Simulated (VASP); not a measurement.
# Tl (P6_3/mmc) in VASP: a series of runs

Tl is run at these levels: PBE+D3(BJ); tasks: single point.

Program: VASP 6.6.1. These are calculated values, not measurements. Logs are shortened: lines on timing, memory, paths and dates and some standing lists are left out, and cuts for length are marked.

## (1) The cell of the first run

The structure is hexagonal, space group P6_3/mmc (No. 194). The conventional cell has a = 3.456 Å, b = 3.456 Å, c = 11.350 Å, α = 90.00°, β = 90.00°, γ = 120.00°. Tl (site symmetry -3m) has 12 Tl at 3.46 to 3.47 Å within 4.5 Å. Within 4.5 Å of Tl (site symmetry -6m2) lie 12 Tl at 3.46 to 3.47 Å.

## (2) Single point, PBE+D3(BJ)

Input file INCAR:

```
PREC     = Accurate       # precision mode
ENCUT    = 520            # plane-wave cutoff, eV
EDIFF    = 1E-7           # SCF threshold, eV
ISMEAR   = 0              # smearing method
SIGMA    = 0.1            # smearing width, eV
LREAL    = False          # projectors in reciprocal space
LASPH    = True           # aspherical terms in the spheres
NELM     = 100            # most SCF steps
ALGO     = Fast           # electronic algorithm
ISIF     = 2              # what is computed and relaxed
LWAVE    = False          # write WAVECAR
LCHARG   = False          # write CHGCAR
GGA      = PE             # functional
IVDW     = 12             # dispersion correction
NBANDS   = 34             # bands
```

Input file KPOINTS:

```
regular mesh
0
Gamma
  15 15 4
```

Input file POSCAR:

```
Tl
1.0
    3.4563066890      0.0000000000      0.0000000000
   -1.7281533445      2.9932493959      0.0000000000
    0.0000000000      0.0000000000     11.3499826864
Tl
4
Direct
    0.0000000000      0.0000000000      0.0000000000
    0.3333333333      0.6666666667      0.2500000000
    0.0000000000      0.0000000000      0.5000000000
    0.6666666667      0.3333333333      0.7500000000
```

Potentials or basis: VASP PAW PBE potentials, release 64 (Tl_d).

Started as:

```sh
cat potpaw_PBE.64/Tl_d/POTCAR > POTCAR
mpirun -np 1 vasp_std > vasp.out
```

OUTCAR:

```text
PREC = Accurate
   ENCUT = 520
   EDIFF = 1E-7
   ISMEAR = 0
   LREAL = False
   LASPH = True
   NELM = 100
   ISIF = 2
   GGA = PE
   IVDW = 12
 IVDW          = 12

 ion  position               nearest neighbor table
   1  0.000  0.000  0.000-   2 3.47   4 3.47   2 3.47   4 3.47   4 3.47   2 3.47
   2  0.333  0.667  0.250-   1 3.47   3 3.47   1 3.47   3 3.47   1 3.47   3 3.47
   3  0.000  0.000  0.500-   2 3.47   4 3.47   2 3.47   4 3.47   4 3.47   2 3.47
   4  0.667  0.333  0.750-   1 3.47   3 3.47   1 3.47   3 3.47   1 3.47   3 3.47

  LATTYP: Found a hexagonal cell.
 ALAT       =     3.4563066890
 C/A-ratio  =     3.2838470968

  Lattice vectors:

 A1 = (   3.4563066890,   0.0000000000,   0.0000000000)
 A2 = (  -1.7281533445,   2.9932493959,   0.0000000000)
 A3 = (   0.0000000000,   0.0000000000,  11.3499826864)

Analysis of symmetry for initial positions (statically):
=====================================================================
 Subroutine PRICEL returns:
 Original cell was already a primitive cell.

 Routine SETGRP: Setting up the symmetry group for a
 hexagonal supercell.

 Subroutine GETGRP returns: Found 24 space group operations
 (whereof 12 operations were pure point group operations)
 out of a pool of 24 trial point group operations.

The static configuration has the point symmetry D_3d.
 The point group associated with its full space group is D_6h.

Analysis of symmetry for dynamics (positions and initial velocities):
=====================================================================
 Subroutine PRICEL returns:
 Original cell was already a primitive cell.

 Routine SETGRP: Setting up the symmetry group for a
 hexagonal supercell.

 Subroutine GETGRP returns: Found 24 space group operations
 (whereof 12 operations were pure point group operations)
 out of a pool of 24 trial point group operations.

The dynamic configuration has the point symmetry D_3d.
 The point group associated with its full space group is D_6h.

 Subroutine INISYM returns: Found 24 space group operations
 (whereof 12 operations are pure point group operations),
 and found     1 'primitive' translations

----------------------------------------------------------------------------------------

                                     Primitive cell

  volume of cell :     117.4222

  direct lattice vectors                    reciprocal lattice vectors
     3.456306689  0.000000000  0.000000000     0.289326177  0.167042546  0.000000000
    -1.728153344  2.993249396  0.000000000     0.000000000  0.334085092  0.000000000
     0.000000000  0.000000000 11.349982686     0.000000000  0.000000000  0.088105861

  length of vectors
     3.456306689  3.456306689 11.349982686     0.334085092  0.334085092  0.088105861

  position of ions in fractional coordinates (direct lattice)
     0.000000000  0.000000000  0.000000000
     0.333333333  0.666666667  0.250000000
     0.000000000  0.000000000  0.500000000
     0.666666667  0.333333333  0.750000000

  ion indices of the primitive-cell ions
   primitive index   ion index
                 1           1
                 2           2
                 3           3
                 4           4

----------------------------------------------------------------------------------------

 KPOINTS: regular mesh

Automatic generation of k-mesh.
 Grid dimensions read from file:
 generate k-points for:   15   15    4

 Generating k-lattice:

  Cartesian coordinates                     Fractional coordinates (reciprocal lattice)
     0.019288412  0.011136170  0.000000000     0.066666667  0.000000000  0.000000000
     0.000000000  0.022272339  0.000000000     0.000000000  0.066666667  0.000000000
     0.000000000  0.000000000  0.022026465     0.000000000  0.000000000  0.250000000

  Length of vectors
     0.022272339  0.022272339  0.022026465

  Shift w.r.t. Gamma in fractional coordinates (k-lattice)
     0.000000000  0.000000000  0.000000000

 Subroutine IBZKPT returns following result:
 ===========================================

 Found     81 irreducible k-points:

 Following reciprocal coordinates:
            Coordinates               Weight
  0.000000  0.000000  0.000000      1.000000
  0.066667 -0.000000  0.000000      6.000000
  0.133333 -0.000000  0.000000      6.000000
  0.200000 -0.000000  0.000000      6.000000
  0.266667 -0.000000  0.000000      6.000000
  0.333333  0.000000  0.000000      6.000000
[... 16 lines left out ...]
  0.333333  0.200000  0.000000     12.000000
  0.400000  0.200000  0.000000      6.000000
 [... further k-points ...]
   k-points           NKPTS =     81   k-points in BZ     NKDIM =     81   number of bands    NBANDS=     34
   number of dos      NEDOS =    301   number of ions     NIONS =      4
   total plane-waves  NPLWV =  65856
   dimension x,y,z NGX =    28 NGY =   28 NGZ =   84
   dimension x,y,z NGXF=    56 NGYF=   56 NGZF=  168
   ions per type =               4
   NGX,Y,Z   is equivalent  to a cutoff of  13.47, 13.47, 12.30 a.u.
   NGXF,Y,Z  is equivalent  to a cutoff of  26.94, 26.94, 24.61 a.u.
 SYSTEM =  unknown system
   PREC   = accura    normal or accurate (medium, high low for compatibility)
   ISTART =      0    job   : 0-new  1-cont  2-samecut
   ICHARG =      2    charge: 1-file 2-atom 10-const
   ISPIN  =      1    spin polarized calculation?
   LNONCOLLINEAR =      F non collinear calculations
   LSORBIT =      F    spin-orbit coupling
   LASPH  =      T    aspherical Exc in radial PAW
   ENCUT  =  520.0 eV  38.22 Ry    6.18 a.u.   6.43  6.43 21.10*2*pi/ulx,y,z
   NELM   =    100;   NELMIN=  2; NELMDL= -5     # of ELM steps
   EDIFF  = 0.1E-06   stopping-criterion for ELM
   LREAL  =      F    real-space projection
   EDIFFG = 0.1E-05   stopping-criterion for IOM
   NSW    =      0    number of steps for IOM
   IBRION =     -1    ionic relax: 0-MD 1-quasi-New 2-CG
   NFREE  =      0    steps in history (QN), initial steepest desc. (CG)
   ISIF   =      2    stress and relaxation
   ISYM   =      2    0-nonsym 1-usesym 2-fastsym
   POTIM  = 0.5000    time-step for ionic-motion
   TEBEG  =    0.0;   TEEND  =   0.0 temperature during run
   PSTRESS=    0.0 pullay stress
   NELECT =      52.0000    total number of electrons
   NUPDOWN=      -1.0000    fix difference up-down
   EMIN   =  10.00;   EMAX   =-10.00  energy-range for DOS
   EFERMI =   0.00;   METHOD = LEGACY
   ISMEAR =     0;   SIGMA  =   0.10  broadening in eV -4-tet -1-fermi 0-gaus
   EFERMI_NEDOS =   21; number of points for ismear=-14 and -15
   IALGO  =     68    algorithm
   IMIX   =      4    mixing-type and parameters
     AMIX     =   0.40;   BMIX     =  1.00
     AMIX_MAG =   1.60;   BMIX_MAG =  1.00
  volume/ion in A,a.u.               =      29.36       198.10
  Fermi-wavevector in a.u.,A,eV,Ry     =   1.247841  2.358077 21.185720  1.557106
  Thomas-Fermi vector in A             =   2.381955
   LORBIT       =      0    0 simple, 1 ext, 2 COOP (PROOUT), +10 PAW based schemes
   GGA     = PE    functional components
   LHFCALC =     F    Hartree Fock is set to
   AEXX    =    0.0000 exact exchange contribution
   IVDW    =    12    specifies the selected vdW correction
   LEPSILON=     F    determine dielectric tensor
   LRPA    =     F    only Hartree local field effects (RPA)
 non-spin polarized calculation
 RMM-DIIS sequential band-by-band and
 Gauss-broadening in eV      SIGMA  =   0.10
  energy-cutoff  :      520.00
  volume of cell :      117.42
 maximum number of plane-waves:      3204
 NGX is ok and might be reduce to    28
   NGX = 13   NGY = 13   NGZ = 43

 number of electron      52.0000003 magnetization

 Free energy of the ion-electron system (eV)
  ---------------------------------------------------
  ext. energy  EPLUGINS =         0.00000000
  ---------------------------------------------------
  free energy    TOTEN  =        -8.80296745 eV

  energy without entropy =       -8.79504172  energy(sigma->0) =       -8.79900458

 E-fermi :   6.2881     XC(G=0): -10.0617

 val. band max:        6.2869093734   @ k =   0.2000  -0.0000   0.5000
 cond. band min:       6.2924800549   @ k =   0.2667   0.1333   0.0000
 fundamental gap:      0.0055706815
 Fermi energy:         6.2880550632

 k-point     1 :       0.0000    0.0000    0.0000
  band No.  band energies     occupation
      1      -5.4610      2.00000
      2      -5.3599      2.00000
      3      -5.3446      2.00000
      4      -5.2812      2.00000
      5      -5.2760      2.00000
      6      -5.2760      2.00000
[... 26 lines left out ...]
     33      15.3528      0.00000
     34      16.3910      0.00000

 k-point     2 :       0.0667   -0.0000    0.0000
  band No.  band energies     occupation
      1      -5.4441      2.00000
      2      -5.3485      2.00000
      3      -5.3409      2.00000
      4      -5.2804      2.00000
      5      -5.2763      2.00000
      6      -5.2662      2.00000
[... 26 lines left out ...]
     33      15.0973      0.00000
     34      15.6815      0.00000

 k-point     3 :       0.1333   -0.0000    0.0000
  band No.  band energies     occupation
      1      -5.4138      2.00000
      2      -5.3443      2.00000
      3      -5.3387      2.00000
      4      -5.2789      2.00000
      5      -5.2750      2.00000
      6      -5.2634      2.00000
[... 26 lines left out ...]
     33      14.4868      0.00000
     34      14.4955      0.00000
[... 704 lines left out ...]
 k-point    23 :       0.3333    0.2000    0.0000
  band No.  band energies     occupation
      1      -5.4468      2.00000
      2      -5.4413      2.00000
      3      -5.3625      2.00000
      4      -5.3462      2.00000
      5      -5.2957      2.00000
      6      -5.2787      2.00000
[... 26 lines left out ...]
     33      10.6650      0.00000
     34      11.0691      0.00000

 k-point    24 :       0.4000    0.2000    0.0000
  band No.  band energies     occupation
      1      -5.4575      2.00000
      2      -5.4455      2.00000
      3      -5.3650      2.00000
      4      -5.3417      2.00000
      5      -5.3130      2.00000
      6      -5.2853      2.00000
[... 26 lines left out ...]
     33      10.1175      0.00000
     34      10.9648      0.00000

 [... further k-points ...]

------------------------ aborting loop because EDIFF is reached ----------------------------------------

 Edisp (eV)   -1.33429

 E8    (eV) :    -0.6976

  FORCE on cell =-STRESS in cart. coord.  units (eV):
  Direction    XX          YY          ZZ          XY          YZ          ZX
  --------------------------------------------------------------------------------------
  -------------------------------------------------------------------------------------
  Total      -0.05206    -0.05206    -0.04994     0.00000     0.00000    -0.00000
  in kB      -0.71038    -0.71038    -0.68138     0.00000     0.00000    -0.00000
  external pressure =       -0.70 kB  Pullay stress =        0.00 kB

 VOLUME and BASIS-vectors are now :
 -----------------------------------------------------------------------------
  energy-cutoff  :      520.00
  volume of cell :      117.42
      direct lattice vectors                 reciprocal lattice vectors
     3.456306689  0.000000000  0.000000000     0.289326177  0.167042546  0.000000000
    -1.728153344  2.993249396  0.000000000     0.000000000  0.334085092  0.000000000
     0.000000000  0.000000000 11.349982686     0.000000000  0.000000000  0.088105861

 POSITION                                       TOTAL-FORCE (eV/Angst)
 -----------------------------------------------------------------------------------
      0.00000      0.00000      0.00000        -0.000000      0.000000      0.000000
     -0.00000      1.99550      2.83750         0.000000      0.000000      0.000000
      0.00000      0.00000      5.67499        -0.000000      0.000000      0.000000
      1.72815      0.99775      8.51249        -0.000000     -0.000000     -0.000000
 -----------------------------------------------------------------------------------
    total drift:                                0.000000     -0.000000      0.000000

  FREE ENERGIE OF THE ION-ELECTRON SYSTEM (eV)
  ---------------------------------------------------
  free  energy   TOTEN  =       -10.1372553216 eV

  energy  without entropy=      -10.1293295832  energy(sigma->0) =      -10.13329245
```

It took 6.1 min on 1 thread of Intel Xeon Platinum 8488C (Sapphire Rapids), shared host; peak memory 0.39 GiB.

Results:

* Free energy: -10.1373 eV
* Pressure: -0.1 GPa
* Band gap on the k mesh: zero (bands 26 and 27 overlap by 4.14 eV)
* Dispersion energy per atom: -0.334 eV

Caveat: spin-orbit coupling is left out, which moves the levels of the heavy elements.

## (3) Single point, PBE+D3(BJ) (27.59 Å³/atom)

This run uses another cell than the first one, of 27.59 Å³/atom.

Input file INCAR:

```
PREC = Accurate ; ENCUT = 520
EDIFF = 1E-7 ; ISMEAR = 0
SIGMA = 0.1 ; LREAL = F
LASPH = T ; NELM = 100
ALGO = Fast ; ISIF = 2
LWAVE = F ; LCHARG = T
GGA = PE ; IVDW = 12
LELF = T ; LVHAR = T
NBANDS = 34
```

Input file KPOINTS:

```
Automatic mesh
0
Gamma
  15 15 4
```

Input file POSCAR:

```
Tl
1.0
    3.3857500656      0.0000000000      0.0000000000
   -1.6928750328      2.9321455677      0.0000000000
    0.0000000000      0.0000000000     11.1182851142
Tl
4
Direct
    0.0000000000      0.0000000000      0.0000000000
    0.3333333333      0.6666666667      0.2500000000
    0.0000000000      0.0000000000      0.5000000000
    0.6666666667      0.3333333333      0.7500000000
```

Potentials or basis: VASP PAW PBE potentials, release 64 (Tl_d).

Started as:

```sh
cat potpaw_PBE.64/Tl_d/POTCAR > POTCAR
mpirun -np 1 vasp_std > vasp.out
```

Wall time 3.2 min (1 thread of Intel Xeon Platinum 8488C (Sapphire Rapids), shared host); peak memory 0.38 GiB.

The run converged. Its results:

```
Free energy                : -10.0864 eV
Pressure                   : 2.3 GPa
Band gap on the k mesh     : zero (bands 26 and 27 overlap by 4.46 eV)
Dispersion energy per atom : -0.356 eV
```

Levels at points of the mesh, in eV from the Fermi level:
```
           k point  band 24  band 25  band 26  band 27  band 28  band 29
(0.00, 0.00, 0.00)    -5.35    -3.07     3.09     3.10     8.56     8.56
(0.00, 0.00, 0.50)    -7.04    -0.70    -0.70     7.37     7.37     8.83
```

Caveat: spin-orbit coupling is left out, which moves the levels of the heavy elements.

[end of part 1 of 2]
